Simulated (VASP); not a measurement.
# LuBeSi4 (F-43m) in VASP: relaxation of cell and atoms with PBE

Aim: the relaxation of cell and atoms of LuBeSi4 with PBE.

All numbers are computed with VASP 6.6.1; they aren't measurements. Logs are shortened: lines on timing, memory, paths and dates and some standing lists are left out, and cuts for length are marked.

## (1) The cell of the first run

It takes space group F-43m (No. 216, cubic). Conventional cell: a = 8.089 Å, b = 8.089 Å, c = 8.089 Å, α = 90.00°, β = 90.00°, γ = 90.00°. Lu (site symmetry -43m) has 12 Si at 3.42 Å and 4 Be at 3.50 Å within 4.5 Å. Be (site symmetry -43m) has 4 Si at 2.07 Å within 2.7 Å. Within 2.7 Å of Si (site symmetry 3m) lie 1 Be at 2.07 Å and 3 Si at 2.35 Å.

The cell was built from a structure type or drawn by symmetry, and may not be a known phase.

## (2) Relaxation of cell and atoms, PBE

File INCAR:

```
PREC = Accurate
ENCUT = 600
EDIFF = 1E-7
ISMEAR = 0
SIGMA = 0.1
LREAL = F
LASPH = T
NELM = 100
ALGO = Normal
ISIF = 3
LWAVE = F
LCHARG = F
GGA = PE
IBRION = 2
NSW = 100
EDIFFG = -0.01
```

File KPOINTS:

```
regular mesh
0
Gamma
  8 8 8
```

File POSCAR:

```
LuBeSi4
1.0
    0.0000000000      4.0446732189      4.0446732189
    4.0446732189      0.0000000000      4.0446732189
    4.0446732189      4.0446732189      0.0000000000
Lu Be Si
1 1 4
Direct
    0.7500000000      0.7500000000      0.7500000000
    0.0000000000      0.0000000000      0.0000000000
    0.1474771572      0.5575685285      0.1474771572
    0.1474771572      0.1474771572      0.1474771572
    0.5575685285      0.1474771572      0.1474771572
    0.1474771572      0.1474771572      0.5575685285
```

Potentials or basis: VASP PAW PBE potentials, release 64 (Lu, Be, Si).

Launch:

```sh
> cat potpaw_PBE.64/Lu/POTCAR potpaw_PBE.64/Be/POTCAR potpaw_PBE.64/Si/POTCAR > POTCAR
> mpirun -np 1 vasp_std > vasp.out
```

OUTCAR:

```text
PREC = Accurate
   ENCUT = 600
   EDIFF = 1E-7
   ISMEAR = 0
   LREAL = F
   LASPH = T
   NELM = 100
   ISIF = 3
   GGA = PE
   IBRION = 2
   NSW = 100
   EDIFFG = -0.01

 ion  position               nearest neighbor table
   1  0.750  0.750  0.750-   5 3.42   3 3.42   3 3.42   6 3.42   5 3.42   6 3.42   4 3.42   4 3.42
                             4 3.42   6 3.42   3 3.42   5 3.42
   2  0.000  0.000  0.000-   3 2.07   5 2.07   6 2.07   4 2.07
   3  0.147  0.558  0.147-   2 2.07   4 2.35   5 2.35   6 2.35   1 3.42   1 3.42   1 3.42
   4  0.147  0.147  0.147-   2 2.07   3 2.35   5 2.35   6 2.35   1 3.42   1 3.42   1 3.42
   5  0.558  0.147  0.147-   2 2.07   3 2.35   4 2.35   6 2.35   1 3.42   1 3.42   1 3.42
   6  0.147  0.147  0.558-   2 2.07   3 2.35   4 2.35   5 2.35   1 3.42   1 3.42   1 3.42

  LATTYP: Found a face centered cubic cell.
 ALAT       =     8.0893464378

  Lattice vectors:

 A1 = (   0.0000000000,   4.0446732189,   4.0446732189)
 A2 = (   4.0446732189,   0.0000000000,   4.0446732189)
 A3 = (   4.0446732189,   4.0446732189,   0.0000000000)

Analysis of symmetry for initial positions (statically):
=====================================================================
 Subroutine PRICEL returns:
 Original cell was already a primitive cell.

 Routine SETGRP: Setting up the symmetry group for a
 face centered cubic supercell.

 Subroutine GETGRP returns: Found 24 space group operations
 (whereof 24 operations were pure point group operations)
 out of a pool of 48 trial point group operations.

The static configuration has the point symmetry T_d .

Analysis of symmetry for dynamics (positions and initial velocities):
=====================================================================
 Subroutine PRICEL returns:
 Original cell was already a primitive cell.

 Routine SETGRP: Setting up the symmetry group for a
 face centered cubic supercell.

 Subroutine GETGRP returns: Found 24 space group operations
 (whereof 24 operations were pure point group operations)
 out of a pool of 48 trial point group operations.

The dynamic configuration has the point symmetry T_d .

 Subroutine INISYM returns: Found 24 space group operations
 (whereof 24 operations are pure point group operations),
 and found     1 'primitive' translations

----------------------------------------------------------------------------------------

                                     Primitive cell

  volume of cell :     132.3367

  direct lattice vectors                    reciprocal lattice vectors
     0.000000000  4.044673219  4.044673219    -0.123619381  0.123619381  0.123619381
     4.044673219  0.000000000  4.044673219     0.123619381 -0.123619381  0.123619381
     4.044673219  4.044673219  0.000000000     0.123619381  0.123619381 -0.123619381

  length of vectors
     5.720031722  5.720031722  5.720031722     0.214115049  0.214115049  0.214115049

  position of ions in fractional coordinates (direct lattice)
     0.750000000  0.750000000  0.750000000
     0.000000000  0.000000000  0.000000000
     0.147477157  0.557568528  0.147477157
     0.147477157  0.147477157  0.147477157
     0.557568528  0.147477157  0.147477157
     0.147477157  0.147477157  0.557568528

  ion indices of the primitive-cell ions
   primitive index   ion index
                 1           1
                 2           2
                 3           3
                 4           4
                 5           5
                 6           6

----------------------------------------------------------------------------------------

 KPOINTS: regular mesh

Automatic generation of k-mesh.
 Grid dimensions read from file:
 generate k-points for:    8    8    8

 Generating k-lattice:

  Cartesian coordinates                     Fractional coordinates (reciprocal lattice)
    -0.015452423  0.015452423  0.015452423     0.125000000  0.000000000  0.000000000
     0.015452423 -0.015452423  0.015452423     0.000000000  0.125000000  0.000000000
     0.015452423  0.015452423 -0.015452423     0.000000000  0.000000000  0.125000000

  Length of vectors
     0.026764381  0.026764381  0.026764381

  Shift w.r.t. Gamma in fractional coordinates (k-lattice)
     0.000000000  0.000000000  0.000000000

 Subroutine IBZKPT returns following result:
 ===========================================

 Found     29 irreducible k-points:

 Following reciprocal coordinates:
            Coordinates               Weight
  0.000000  0.000000  0.000000      1.000000
  0.125000  0.000000  0.000000      8.000000
  0.250000  0.000000  0.000000      8.000000
  0.375000  0.000000  0.000000      8.000000
  0.500000  0.000000  0.000000      4.000000
  0.125000  0.125000  0.000000      6.000000
[... 16 lines left out ...]
  0.500000  0.250000  0.125000     48.000000
 -0.375000  0.250000  0.125000     24.000000
 [... further k-points ...]
   k-points           NKPTS =     29   k-points in BZ     NKDIM =     29   number of bands    NBANDS=     25
   number of dos      NEDOS =    301   number of ions     NIONS =      6
   total plane-waves  NPLWV = 110592
   dimension x,y,z NGX =    48 NGY =   48 NGZ =   48
   dimension x,y,z NGXF=    96 NGYF=   96 NGZF=   96
   ions per type =               1   1   4
   NGX,Y,Z   is equivalent  to a cutoff of  13.95, 13.95, 13.95 a.u.
   NGXF,Y,Z  is equivalent  to a cutoff of  27.90, 27.90, 27.90 a.u.
 SYSTEM =  unknown system
   PREC   = accura    normal or accurate (medium, high low for compatibility)
   ISTART =      0    job   : 0-new  1-cont  2-samecut
   ICHARG =      2    charge: 1-file 2-atom 10-const
   ISPIN  =      1    spin polarized calculation?
   LNONCOLLINEAR =      F non collinear calculations
   LSORBIT =      F    spin-orbit coupling
   LASPH  =      T    aspherical Exc in radial PAW
   ENCUT  =  600.0 eV  44.10 Ry    6.64 a.u.  11.42 11.42 11.42*2*pi/ulx,y,z
   NELM   =    100;   NELMIN=  2; NELMDL= -5     # of ELM steps
   EDIFF  = 0.1E-06   stopping-criterion for ELM
   LREAL  =      F    real-space projection
   EDIFFG = -.1E-01   stopping-criterion for IOM
   NSW    =    100    number of steps for IOM
   IBRION =      2    ionic relax: 0-MD 1-quasi-New 2-CG
   NFREE  =      1    steps in history (QN), initial steepest desc. (CG)
   ISIF   =      3    stress and relaxation
   ISYM   =      2    0-nonsym 1-usesym 2-fastsym
   POTIM  = 0.5000    time-step for ionic-motion
   TEBEG  =    0.0;   TEEND  =   0.0 temperature during run
   PSTRESS=    0.0 pullay stress
   NELECT =      43.0000    total number of electrons
   NUPDOWN=      -1.0000    fix difference up-down
   EMIN   =  10.00;   EMAX   =-10.00  energy-range for DOS
   EFERMI =   0.00;   METHOD = LEGACY
   ISMEAR =     0;   SIGMA  =   0.10  broadening in eV -4-tet -1-fermi 0-gaus
   EFERMI_NEDOS =   21; number of points for ismear=-14 and -15
   IALGO  =     38    algorithm
   IMIX   =      4    mixing-type and parameters
     AMIX     =   0.40;   BMIX     =  1.00
     AMIX_MAG =   1.60;   BMIX_MAG =  1.00
  volume/ion in A,a.u.               =      22.06       148.84
  Fermi-wavevector in a.u.,A,eV,Ry     =   1.125479  2.126848 17.234552  1.266704
  Thomas-Fermi vector in A             =   2.262157
   LORBIT       =      0    0 simple, 1 ext, 2 COOP (PROOUT), +10 PAW based schemes
   GGA     = PE    functional components
   LHFCALC =     F    Hartree Fock is set to
   AEXX    =    0.0000 exact exchange contribution
   IVDW    =     0    specifies the selected vdW correction
   LEPSILON=     F    determine dielectric tensor
   LRPA    =     F    only Hartree local field effects (RPA)
 conjugate gradient relaxation of ions
 non-spin polarized calculation
 Gauss-broadening in eV      SIGMA  =   0.10
  energy-cutoff  :      600.00
  volume of cell :      132.34
 maximum number of plane-waves:      4477
 NGX is ok and might be reduce to    48
   NGX = 23   NGY = 23   NGZ = 23

--------------------------------------- Ionic step        1  -------------------------------------------

 number of electron      42.9999995 magnetization

 Free energy of the ion-electron system (eV)
  ---------------------------------------------------
  ext. energy  EPLUGINS =         0.00000000
  ---------------------------------------------------
  free energy    TOTEN  =       -27.68543585 eV

  energy without entropy =      -27.66794525  energy(sigma->0) =      -27.67669055

------------------------ aborting loop because EDIFF is reached ----------------------------------------

  FORCE on cell =-STRESS in cart. coord.  units (eV):
  Direction    XX          YY          ZZ          XY          YZ          ZX
  --------------------------------------------------------------------------------------
  -------------------------------------------------------------------------------------
  Total        0.1176896      0.1176896      0.1176896     -0.0000000      0.0000000      0.0000000
  in kB        1.4248470      1.4248470      1.4248470     -0.0000000      0.0000000      0.0000000
  external PRESSURE =       1.4248470 kB  Pullay stress =       0.0000000 kB
[... 65 lines left out ...]
  energy  without entropy=      -27.6682156699  energy(sigma->0) =      -27.67682738

--------------------------------------- Ionic step        3  -------------------------------------------

 number of electron      42.9999994 magnetization

 Free energy of the ion-electron system (eV)
  ---------------------------------------------------
  ext. energy  EPLUGINS =         0.00000000
  ---------------------------------------------------
  free energy    TOTEN  =       -27.68591741 eV

  energy without entropy =      -27.66855997  energy(sigma->0) =      -27.67723869

 E-fermi :   4.8475     XC(G=0):  -9.1779

 val. band max:        4.8447292398   @ k =   0.5000   0.1250   0.0000
 cond. band min:       4.8622989314   @ k =   0.2500   0.0000   0.0000
 fundamental gap:      0.0175696916
 Fermi energy:         4.8475249741

 k-point     1 :       0.0000    0.0000    0.0000
  band No.  band energies     occupation
      1     -53.3786      2.00000
      2     -23.9658      2.00000
      3     -23.9658      2.00000
      4     -23.9658      2.00000
      5      -7.9872      2.00000
      6      -2.4324      2.00000
[... 661 lines left out ...]
     24       5.4576      0.00000
     25       6.2426      0.00000

 [... further k-points ...]
[... 5 lines left out ...]
  --------------------------------------------------------------------------------------
  -------------------------------------------------------------------------------------
  Total       -0.0090485     -0.0090485     -0.0090485      0.0000000      0.0000000      0.0000000
  in kB       -0.1093933     -0.1093933     -0.1093933      0.0000000      0.0000000      0.0000000
  external PRESSURE =      -0.1093933 kB  Pullay stress =       0.0000000 kB
[... 21 lines left out ...]
  FREE ENERGIE OF THE ION-ELECTRON SYSTEM (eV)
  ---------------------------------------------------
  free  energy   TOTEN  =       -27.6859174133 eV

  energy  without entropy=      -27.6685599732  energy(sigma->0) =      -27.67723869

 reached required accuracy - stopping structural energy minimisation
```

Wall time 3.9 min (1 thread of Intel Xeon 6975P-C (Granite Rapids), shared host); peak memory 0.44 GiB.

What came out:

```
Free energy                           : -27.6859 eV
Relaxed volume                        : 22.09 Å³/atom
Relaxed cell                          : a = 5.723 Å, b = 5.723 Å, c = 5.723 Å, α = 60.00°, β = 60.00°, γ = 60.00°
Space group after relaxing (to 0.1 Å) : F-43m (No. 216)
Energy gained by relaxing             : 0.1 meV/atom
Ionic steps                           : 3
Pressure after relaxing               : 0.0 GPa
Band gap on the k mesh                : zero (an odd number of electrons rules out a gap without spin polarisation)
```

The path:
```
step  energy change (eV)  largest force (eV/Å)  pressure (GPa)  volume (Å³)
   1              0.0000                0.0912            0.14       132.34
   2              0.0000                0.0865           -0.16       132.71
   3             -0.0005                0.0019           -0.01       132.52
```

Final structure:
```
CELL_PARAMETERS angstrom
0.00000 4.04658 4.04658
4.04658 0.00000 4.04658
4.04658 4.04658 0.00000
ATOMIC_POSITIONS crystal
Lu 0.75000 0.75000 0.75000
Be 0.00000 0.00000 0.00000
Si 0.14732 0.55804 0.14732
Si 0.14732 0.14732 0.14732
Si 0.55804 0.14732 0.14732
Si 0.14732 0.14732 0.55804
```

Caveat: spin-orbit coupling is left out, which moves the levels of the heavy elements.
